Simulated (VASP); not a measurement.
# BP (F-43m) in VASP: further runs, part 2 of 2

VASP 6.6.1.

## 4. Electric field gradients, PBE (volume scaled by 1.02)

Input file INCAR:

```
PREC = Accurate
ENCUT = 520
EDIFF = 1E-8
ISMEAR = -1
SIGMA = 0.05
LREAL = F
LASPH = T
NELM = 80
ALGO = Normal
ISIF = 2
LWAVE = F
LCHARG = F
GGA = PE
LEFG = T
NBANDS = 11
```

Input file KPOINTS:

```
regular mesh
0
Gamma
  15 15 15
```

Input file POSCAR:

```
BP
1.0
    0.0000000000      2.2840269280      2.2840269280
    2.2840269280      0.0000000000      2.2840269280
    2.2840269280      2.2840269280      0.0000000000
B P
1 1
Direct
    0.0000000000      0.0000000000      0.0000000000
    0.7500000000      0.7500000000      0.7500000000
```

Potentials or basis: VASP PAW PBE potentials, release 64 (B, P).

On the command line:

```console
cat potpaw_PBE.64/B/POTCAR potpaw_PBE.64/P/POTCAR > POTCAR
mpirun -np 1 vasp_std > vasp.out
```

OUTCAR:

```text
PREC = Accurate
   ENCUT = 520
   EDIFF = 1E-8
   ISMEAR = -1
   LREAL = F
   LASPH = T
   NELM = 80
   ISIF = 2
   GGA = PE

 ion  position               nearest neighbor table
   1  0.000  0.000  0.000-   2 1.98   2 1.98   2 1.98   2 1.98
   2  0.750  0.750  0.750-   1 1.98   1 1.98   1 1.98   1 1.98

  LATTYP: Found a face centered cubic cell.
 ALAT       =     4.5680538560

  Lattice vectors:

 A1 = (   0.0000000000,   2.2840269280,   2.2840269280)
 A2 = (   2.2840269280,   0.0000000000,   2.2840269280)
 A3 = (   2.2840269280,   2.2840269280,   0.0000000000)

Analysis of symmetry for initial positions (statically):
=====================================================================
 Subroutine PRICEL returns:
 Original cell was already a primitive cell.

 Routine SETGRP: Setting up the symmetry group for a
 face centered cubic supercell.

 Subroutine GETGRP returns: Found 24 space group operations
 (whereof 24 operations were pure point group operations)
 out of a pool of 48 trial point group operations.

The static configuration has the point symmetry T_d .

Analysis of symmetry for dynamics (positions and initial velocities):
=====================================================================
 Subroutine PRICEL returns:
 Original cell was already a primitive cell.

 Routine SETGRP: Setting up the symmetry group for a
 face centered cubic supercell.

 Subroutine GETGRP returns: Found 24 space group operations
 (whereof 24 operations were pure point group operations)
 out of a pool of 48 trial point group operations.

The dynamic configuration has the point symmetry T_d .

[... 160 lines left out ...]
      7      10.5722      0.00000
      8      14.2745      0.00000
      9      18.5812      0.00000
     10      19.2729      0.00000
     11      19.2729      0.00000
[... 309 lines left out ...]
 k-point    24 :       0.2000    0.1333    0.0000
  band No.  band energies     occupation
      1      -7.3797      2.00000
      2       4.6019      2.00000
      3       5.5217      2.00000
      4       5.8362      2.00000
      5       9.9036      0.00000
      6      12.7684      0.00000
      7      12.9333      0.00000
      8      14.2125      0.00000
      9      17.7601      0.00000
     10      19.7571      0.00000
     11      20.5937      0.00000

 [... further k-points ...]
[... 5 lines left out ...]
  --------------------------------------------------------------------------------------
  -------------------------------------------------------------------------------------
  Total       -0.3358979     -0.3358979     -0.3358979     -0.0000000      0.0000000     -0.0000000
  in kB      -22.5831312    -22.5831312    -22.5831312     -0.0000000      0.0000000     -0.0000000
  external PRESSURE =     -22.5831312 kB  Pullay stress =       0.0000000 kB

 VOLUME and BASIS-vectors are now :
 -----------------------------------------------------------------------------
  energy-cutoff  :      520.00
  volume of cell :       23.83
      direct lattice vectors                 reciprocal lattice vectors
     0.000000000  2.284026928  2.284026928    -0.218911605  0.218911605  0.218911605
     2.284026928  0.000000000  2.284026928     0.218911605 -0.218911605  0.218911605
     2.284026928  2.284026928  0.000000000     0.218911605  0.218911605 -0.218911605

 POSITION                                       TOTAL-FORCE (eV/Angst)
 -----------------------------------------------------------------------------------
      0.00000      0.00000      0.00000         0.000000      0.000000      0.000000
      3.42604      3.42604      3.42604        -0.000000     -0.000000     -0.000000
 -----------------------------------------------------------------------------------
    total drift:                               -0.000000     -0.000000     -0.000000

  FREE ENERGIE OF THE ION-ELECTRON SYSTEM (eV)
  ---------------------------------------------------
  free  energy   TOTEN  =       -12.9289463249 eV

  energy  without entropy=      -12.9289463063  energy(sigma->0) =      -12.92894632

 Electric field gradients (V/A^2)
---------------------------------------------------------------------
 ion       V_xx      V_yy      V_zz      V_xy      V_xz      V_yz
---------------------------------------------------------------------
   1       0.000     0.000    -0.000     0.000     0.000     0.000
   2       0.000     0.000    -0.000    -0.000    -0.000    -0.000
---------------------------------------------------------------------

 Electric field gradients after diagonalization (V/A^2)
 (convention: |V_zz| > |V_xx| > |V_yy|)
----------------------------------------------------------------------
 ion       V_xx      V_yy      V_zz     asymmetry (V_yy - V_xx)/ V_zz
----------------------------------------------------------------------
   1      -0.000    -0.000     0.000       0.000
   2       0.000     0.000    -0.000       0.000
----------------------------------------------------------------------

           NMR quadrupolar parameters

 Cq : quadrupolar parameter    Cq=e*Q*V_zz/h
 eta: asymmetry parameters     (V_yy - V_xx)/ V_zz
 Q  : nuclear electric quadrupole moment in mb (millibarn)
----------------------------------------------------------------------
 ion       Cq(MHz)       eta       Q (mb)
----------------------------------------------------------------------
   1       0.000       0.000       1.000
   2      -0.000       0.000       1.000
----------------------------------------------------------------------
```

OSZICAR:

```text
N       E                     dE             d eps       ncg     rms          rms(c)
DAV:   1     0.924975117649E+01    0.92498E+01   -0.38735E+03  2640   0.648E+02
DAV:   2    -0.129444484564E+02   -0.22194E+02   -0.21112E+02  3553   0.108E+02
DAV:   3    -0.135922543882E+02   -0.64781E+00   -0.64606E+00  3332   0.161E+01
DAV:   4    -0.135948871341E+02   -0.26327E-02   -0.26325E-02  3029   0.121E+00
DAV:   5    -0.135949013649E+02   -0.14231E-04   -0.14231E-04  3282   0.890E-02    0.700E+00
DAV:   6    -0.130208269300E+02    0.57407E+00   -0.13348E+00  2976   0.494E+00    0.378E+00
DAV:   7    -0.129359985283E+02    0.84828E-01   -0.21449E-01  3309   0.231E+00    0.130E+00
DAV:   8    -0.129284107001E+02    0.75878E-02   -0.25792E-02  3085   0.910E-01    0.187E-01
DAV:   9    -0.129287374327E+02   -0.32673E-03   -0.71285E-04  3065   0.179E-01    0.116E-01
DAV:  10    -0.129289348196E+02   -0.19739E-03   -0.25078E-04  2985   0.991E-02    0.278E-02
DAV:  11    -0.129289453321E+02   -0.10512E-04   -0.11063E-05  3398   0.221E-02    0.315E-02
DAV:  12    -0.129289463895E+02   -0.10574E-05   -0.44935E-06  2964   0.104E-02    0.126E-02
DAV:  13    -0.129289462680E+02    0.12146E-06   -0.11812E-07  3195   0.225E-03    0.544E-03
DAV:  14    -0.129289463382E+02   -0.70208E-07   -0.36652E-08  3054   0.104E-03    0.189E-04
DAV:  15    -0.129289463252E+02    0.12983E-07   -0.22534E-09  1614   0.316E-04    0.780E-04
DAV:  16    -0.129289463249E+02    0.36687E-09   -0.54550E-10  1410   0.120E-04
   1 F= -.12928946E+02 E0= -.12928946E+02  d E =-.185487E-07
```

Run time: 29 s. Hardware: 1 thread of AMD EPYC 9R45 (Zen 5), shared host; peak memory 0.12 GiB.

Results:

```yaml
Free_energy: -12.9289 eV
Pressure: -2.3 GPa
Band_gap_on_the_k_mesh: 1.27 eV, indirect (least direct gap 3.37 eV)
```

Levels at points of the mesh, in eV from the valence-band top:
| k point | band 1 | band 2 | band 3 | band 4 | band 5 | band 6 | band 7 | band 8 |
| --- | --- | --- | --- | --- | --- | --- | --- | --- |
| (0.00, 0.00, 0.00) | -15.28 | 0.00 | 0.00 | 0.00 | 3.37 | 3.37 | 3.37 | 7.07 |

Caveat: without QUAD_EFG the Cq values of the log hold for a quadrupole moment of 1 mb, not for the nuclei.

## 5. Electric field gradients, PBE (volume scaled by 1.04)

Input file INCAR:

```
SYSTEM = BP
PREC = Accurate ; ENCUT = 520
EDIFF = 1E-8 ; ISMEAR = -1
SIGMA = 0.05 ; LREAL = .False.
LASPH = .True. ; NELM = 100
ALGO = Normal ; ISIF = 2
LWAVE = .False. ; LCHARG = .False.
GGA = PE ; LEFG = .True.
NBANDS = 11
```

Input file KPOINTS:

```
regular mesh
0
Gamma
  15 15 15
  0 0 0
```

Input file POSCAR:

```
BP
1.0
    0.0000000000      2.2988586873      2.2988586873
    2.2988586873      0.0000000000      2.2988586873
    2.2988586873      2.2988586873      0.0000000000
B P
1 1
Direct
    0.0000000000      0.0000000000      0.0000000000
    0.7500000000      0.7500000000      0.7500000000
```

Potentials or basis: VASP PAW PBE potentials, release 64 (B, P).

On the command line:

```console
cat potpaw_PBE.64/B/POTCAR potpaw_PBE.64/P/POTCAR > POTCAR
mpirun -np 1 vasp_std > vasp.out
```

OUTCAR:

```text
SYSTEM = BP
   PREC = Accurate
   ENCUT = 520
   EDIFF = 1E-8
   ISMEAR = -1
   LREAL = .False.
   LASPH = .True.
   NELM = 100
   ISIF = 2
   GGA = PE

 ion  position               nearest neighbor table
   1  0.000  0.000  0.000-   2 1.99   2 1.99   2 1.99   2 1.99
   2  0.750  0.750  0.750-   1 1.99   1 1.99   1 1.99   1 1.99

  LATTYP: Found a face centered cubic cell.
 ALAT       =     4.5977173746

  Lattice vectors:

 A1 = (   0.0000000000,   2.2988586873,   2.2988586873)
 A2 = (   2.2988586873,   0.0000000000,   2.2988586873)
 A3 = (   2.2988586873,   2.2988586873,   0.0000000000)

Analysis of symmetry for initial positions (statically):
=====================================================================
 Subroutine PRICEL returns:
 Original cell was already a primitive cell.

 Routine SETGRP: Setting up the symmetry group for a
 face centered cubic supercell.

 Subroutine GETGRP returns: Found 24 space group operations
 (whereof 24 operations were pure point group operations)
 out of a pool of 48 trial point group operations.

The static configuration has the point symmetry T_d .

Analysis of symmetry for dynamics (positions and initial velocities):
=====================================================================
 Subroutine PRICEL returns:
 Original cell was already a primitive cell.

 Routine SETGRP: Setting up the symmetry group for a
 face centered cubic supercell.

 Subroutine GETGRP returns: Found 24 space group operations
 (whereof 24 operations were pure point group operations)
 out of a pool of 48 trial point group operations.

The dynamic configuration has the point symmetry T_d .

 Subroutine INISYM returns: Found 24 space group operations
 (whereof 24 operations are pure point group operations),
 and found     1 'primitive' translations

----------------------------------------------------------------------------------------

                                     Primitive cell

  volume of cell :      24.2978

  direct lattice vectors                    reciprocal lattice vectors
     0.000000000  2.298858687  2.298858687    -0.217499232  0.217499232  0.217499232
     2.298858687  0.000000000  2.298858687     0.217499232 -0.217499232  0.217499232
     2.298858687  2.298858687  0.000000000     0.217499232  0.217499232 -0.217499232

  length of vectors
     3.251077134  3.251077134  3.251077134     0.376719721  0.376719721  0.376719721

  position of ions in fractional coordinates (direct lattice)
     0.000000000  0.000000000  0.000000000
     0.750000000  0.750000000  0.750000000

  ion indices of the primitive-cell ions
   primitive index   ion index
                 1           1
                 2           2

----------------------------------------------------------------------------------------

 KPOINTS: regular mesh

Automatic generation of k-mesh.
 Grid dimensions read from file:
[... 73 lines left out ...]
   POTIM  = 0.5000    time-step for ionic-motion
   TEBEG  =    0.0;   TEEND  =   0.0 temperature during run
   PSTRESS=    0.0 pullay stress
   NELECT =       8.0000    total number of electrons
   NUPDOWN=      -1.0000    fix difference up-down
   EMIN   =  10.00;   EMAX   =-10.00  energy-range for DOS
   EFERMI =   0.00;   METHOD = LEGACY
   ISMEAR =    -1;   SIGMA  =   0.05  broadening in eV -4-tet -1-fermi 0-gaus
   EFERMI_NEDOS =   21; number of points for ismear=-14 and -15
   IALGO  =     38    algorithm
   IMIX   =      4    mixing-type and parameters
     AMIX     =   0.40;   BMIX     =  1.00
     AMIX_MAG =   1.60;   BMIX_MAG =  1.00
  volume/ion in A,a.u.               =      12.15        81.98
  Fermi-wavevector in a.u.,A,eV,Ry     =   1.130444  2.136230 17.386948  1.277905
  Thomas-Fermi vector in A             =   2.267141
   LORBIT       =      0    0 simple, 1 ext, 2 COOP (PROOUT), +10 PAW based schemes
   GGA     = PE    functional components
   LHFCALC =     F    Hartree Fock is set to
   AEXX    =    0.0000 exact exchange contribution
   IVDW    =     0    specifies the selected vdW correction
   LEPSILON=     F    determine dielectric tensor
   LRPA    =     F    only Hartree local field effects (RPA)
 non-spin polarized calculation
  energy-cutoff  :      520.00
  volume of cell :       24.30
 maximum number of plane-waves:       666
   NGX = 13   NGY = 13   NGZ = 13

 number of electron       7.9999999 magnetization

 Free energy of the ion-electron system (eV)
  ---------------------------------------------------
  ext. energy  EPLUGINS =         0.00000000
  ---------------------------------------------------
  free energy    TOTEN  =       -12.91832897 eV

  energy without entropy =      -12.91832896  energy(sigma->0) =      -12.91832896

 E-fermi :   7.6091     XC(G=0): -10.7391

 val. band max:        6.9746869867   @ k =   0.0000   0.0000   0.0000
 cond. band min:       8.2668001394   @ k =   0.4000   0.4000   0.0000
 fundamental gap:      1.2921131527
 Fermi energy:         7.6091409715

 k-point     1 :       0.0000    0.0000    0.0000
  band No.  band energies     occupation
      1      -8.1398      2.00000
      2       6.9747      1.99999
      3       6.9747      1.99999
      4       6.9747      1.99999
      5      10.3207      0.00000
      6      10.3207      0.00000
      7      10.3207      0.00000
      8      13.7594      0.00000
      9      18.2301      0.00000
     10      18.9941      0.00000
     11      18.9941      0.00000
[... 309 lines left out ...]
 k-point    24 :       0.2000    0.1333    0.0000
  band No.  band energies     occupation
      1      -7.4463      2.00000
      2       4.3961      2.00000
      3       5.3285      2.00000
      4       5.6219      2.00000
      5       9.6682      0.00000
      6      12.4618      0.00000
      7      12.6391      0.00000
      8      13.8949      0.00000
      9      17.3661      0.00000
     10      19.4717      0.00000
     11      20.2055      0.00000

 [... further k-points ...]
[... 5 lines left out ...]
  --------------------------------------------------------------------------------------
  -------------------------------------------------------------------------------------
  Total       -0.7773480     -0.7773480     -0.7773480      0.0000000      0.0000000      0.0000000
  in kB      -51.2577168    -51.2577168    -51.2577168      0.0000000      0.0000000      0.0000000
  external PRESSURE =     -51.2577168 kB  Pullay stress =       0.0000000 kB

 VOLUME and BASIS-vectors are now :
 -----------------------------------------------------------------------------
  energy-cutoff  :      520.00
  volume of cell :       24.30
      direct lattice vectors                 reciprocal lattice vectors
     0.000000000  2.298858687  2.298858687    -0.217499232  0.217499232  0.217499232
     2.298858687  0.000000000  2.298858687     0.217499232 -0.217499232  0.217499232
     2.298858687  2.298858687  0.000000000     0.217499232  0.217499232 -0.217499232

 POSITION                                       TOTAL-FORCE (eV/Angst)
 -----------------------------------------------------------------------------------
      0.00000      0.00000      0.00000         0.000000      0.000000     -0.000000
      3.44829      3.44829      3.44829        -0.000000     -0.000000      0.000000
 -----------------------------------------------------------------------------------
    total drift:                               -0.000000     -0.000000     -0.000000

  FREE ENERGIE OF THE ION-ELECTRON SYSTEM (eV)
  ---------------------------------------------------
  free  energy   TOTEN  =       -12.9183289708 eV

  energy  without entropy=      -12.9183289562  energy(sigma->0) =      -12.91832896

 Electric field gradients (V/A^2)
---------------------------------------------------------------------
 ion       V_xx      V_yy      V_zz      V_xy      V_xz      V_yz
---------------------------------------------------------------------
   1       0.000    -0.000    -0.000     0.000     0.000     0.000
   2      -0.000    -0.000    -0.000     0.000     0.000     0.000
---------------------------------------------------------------------

 Electric field gradients after diagonalization (V/A^2)
 (convention: |V_zz| > |V_xx| > |V_yy|)
----------------------------------------------------------------------
 ion       V_xx      V_yy      V_zz     asymmetry (V_yy - V_xx)/ V_zz
----------------------------------------------------------------------
   1      -0.000    -0.000     0.000       0.000
   2      -0.000    -0.000     0.000       0.000
----------------------------------------------------------------------

           NMR quadrupolar parameters

 Cq : quadrupolar parameter    Cq=e*Q*V_zz/h
 eta: asymmetry parameters     (V_yy - V_xx)/ V_zz
 Q  : nuclear electric quadrupole moment in mb (millibarn)
----------------------------------------------------------------------
 ion       Cq(MHz)       eta       Q (mb)
----------------------------------------------------------------------
   1       0.000       0.000       1.000
   2       0.000       0.000       1.000
----------------------------------------------------------------------
```

stdout:

```text
POSCAR found type information on POSCAR B P
 POSCAR found :  2 types and       2 ions
 scaLAPACK will be used
 LDA part: xc-table for (Slater+PW92), standard interpolation
 POSCAR, INCAR and KPOINTS ok, starting setup
 FFT: planning ... GRIDC
 FFT: planning ... GRID_SOFT
 FFT: planning ... GRID
 WAVECAR not read
 entering main loop
ion   1

ion   2
```

Run time: 27 s. Hardware: 1 thread of AMD EPYC 9R45 (Zen 5), shared host; peak memory 0.12 GiB.

What came out:

| Quantity | Value |
| --- | --- |
| Free energy | -12.9183 eV |
| Pressure | -5.1 GPa |
| Band gap on the k mesh | 1.29 eV, indirect (least direct gap 3.35 eV) |

Caveat: without QUAD_EFG the Cq values of the log hold for a quadrupole moment of 1 mb, not for the nuclei. A k mesh can miss the band edges.

## 6. Overview

| cell | gap on the mesh (eV) | pressure (GPa) |
| --- | --- | --- |
| a = 3.209 Å, angles 60.0°, 2 atoms | 1.24 | 0.9 |
| a = 3.230 Å, angles 60.0°, 2 atoms | 1.27 | -2.3 |
| a = 3.251 Å, angles 60.0°, 2 atoms | 1.29 | -5.1 |

Alike in all rows: task electric field gradients; level PBE; potentials or basis VASP PAW PBE potentials, release 64 (B, P); no spin polarisation; k mesh 15 × 15 × 15; cutoff (eV) 520; smearing fermi-dirac 0.05 eV.

Absolute energies hang on the potentials; compare differences alone.
